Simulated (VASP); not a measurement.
Input of a VASP 6.6.1 run:

Contents of INCAR:

```
SYSTEM = YTlPb
  PREC = Accurate
  ENCUT = 500
  EDIFF = 1E-6
  ISMEAR = -1
  SIGMA = 0.1
  LREAL = .FALSE.
  LASPH = .TRUE.
  NELM = 120
  ALGO = Normal
  ISIF = 2
  LWAVE = .FALSE.
  LCHARG = .TRUE.
  GGA = PE
  LELF = .TRUE.
  LVHAR = .TRUE.
  NBANDS = 67
  GGA_COMPAT = .FALSE.
```

The input KPOINTS:

```
regular mesh
0
G
  3 3 4
  0 0 0
```

File POSCAR:

```
YTlPb
1.0
    4.0577550000      7.0282370000      0.0000000000
   -4.0577550000      7.0282370000      0.0000000000
    0.0000000000      0.0000000000      4.9725750000
Tl Y Pb
3 3 3
Direct
    0.3333000000      0.3334000000      0.5000000000
    0.6667000000      0.6666000000      0.5000000000
    0.0000000000      0.0000000000      0.0000000000
    0.5712000000      0.4288000000      0.0000000000
    0.4288000000      0.0000000000      0.0000000000
    0.0000000000      0.5712000000      0.0000000000
    0.2442000000      0.7558000000      0.5000000000
    0.7558000000      0.0000000000      0.5000000000
    0.0000000000      0.2442000000      0.5000000000
```

Potentials or basis: VASP PAW PBE potentials, release 64 (Tl_d, Y_sv, Pb_d).

Run with:

```bash
$ cat potpaw_PBE.64/Tl_d/POTCAR potpaw_PBE.64/Y_sv/POTCAR potpaw_PBE.64/Pb_d/POTCAR > POTCAR
$ mpirun -np 1 vasp_std > vasp.out
```

**Question.** Estimate the band gap on the k mesh.

**Answer.** Zero (bands 57 and 58 overlap by 0.43 eV).

**Question.** Estimate the pressure.

**Answer.** -1.6 GPa.

**Question.** What does it give for the largest force?

**Answer.** 0.559 eV/Å.

Forces on the atoms (eV/Å):
```
Tl   0.002 -0.001  0.000
Tl  -0.002  0.001  0.000
Tl   0.000  0.000  0.000
Y    0.122  0.000  0.000
Y   -0.061 -0.106  0.000
Y   -0.061  0.106  0.000
Pb   0.558  0.001  0.000
Pb  -0.280 -0.484  0.000
Pb  -0.278  0.484  0.000
```

Caveat: spin-orbit coupling is left out, which moves the levels of the heavy elements.
